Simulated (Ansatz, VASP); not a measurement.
Two plane-wave programs on NbP

The input INCAR:

```
SYSTEM = NbP
  PREC = Accurate
  ENCUT = 520
  EDIFF = 1E-6
  ISMEAR = -1
  SIGMA = 0.05
  LREAL = .False.
  LASPH = .True.
  NELM = 100
  ALGO = Normal
  ISIF = 2
  LWAVE = .False.
  LCHARG = .False.
  GGA = PE
  NBANDS = 26
```

The input KPOINTS:

```
regular mesh
0
Gamma
  11 11 11
  0 0 0
```

File POSCAR:

```
NbP
1.0
   -1.6860157846      1.6860157846      5.7781232452
    1.6860157846     -1.6860157846      5.7781232452
    1.6860157846      1.6860157846     -5.7781232452
Nb P
2 2
Direct
    0.2498808000      0.7498808000      0.5000000000
    0.4998808000      0.4998808000      0.0000000000
    0.8327477700      0.3327477700      0.5000000000
    0.0827477700      0.0827477700      0.0000000000
```

File input.yaml:

```yaml
crystal:
  lattice:
    - [-1.6860157846, 1.6860157846, 5.7781232452]
    - [1.6860157846, -1.6860157846, 5.7781232452]
    - [1.6860157846, 1.6860157846, -5.7781232452]
  atoms:
    - { symbol: Nb, position: [0.2498808, 0.7498808, 0.5] }
    - { symbol: Nb, position: [0.4998808, 0.4998808, 0.0] }
    - { symbol: P, position: [0.83274777, 0.33274777, 0.5] }
    - { symbol: P, position: [0.08274777, 0.08274777, 0.0] }
hamiltonian:
  xc: pbe
  pseudopotentials: { kind: paw }
kpoints:
  mp_grid: { grid: [11, 11, 11] }
scf:
  occupations: { method: fermi_dirac, width: 0.05 }
output:
  forces: true
  stress: true
  eigenvalues: true
  write_density: true
  write_potential: true
  elf: true
  volumetric_format: npy
```

Alike in both runs: task single point; functional PBE; k mesh 11 × 11 × 11; occupations fermi-dirac, width 0.05 eV; no spin polarisation.

|  | VASP | Ansatz |
| --- | --- | --- |
| version | VASP 6.6.1 | Ansatz 0.2.0 |
| potentials or method | VASP PAW PBE potentials, release 64 (Nb_sv, P) | Ansatz PAW |
| plane-wave cutoff (eV) | 520 | 420 |
| valence electrons in the cell | 36 | 36 |

|  | VASP | Ansatz | Ansatz less VASP |
| --- | --- | --- | --- |
| gap on the k mesh at the Fermi level (eV) | none | none | - |
| pressure (GPa) | -4.9 | -4.6 | +0.36 |
| traceless stress, the component that is largest in VASP (GPa) | 0.13 | 0.11 | -0.021 |
| rms of the force components (eV/Å) | 0.005 | 0.005 | +0.0007 |

Atom by atom the forces differ by 0.001 eV/Å (rms over components). A gap of «none» marks a metal or a gap that the smearing closes.
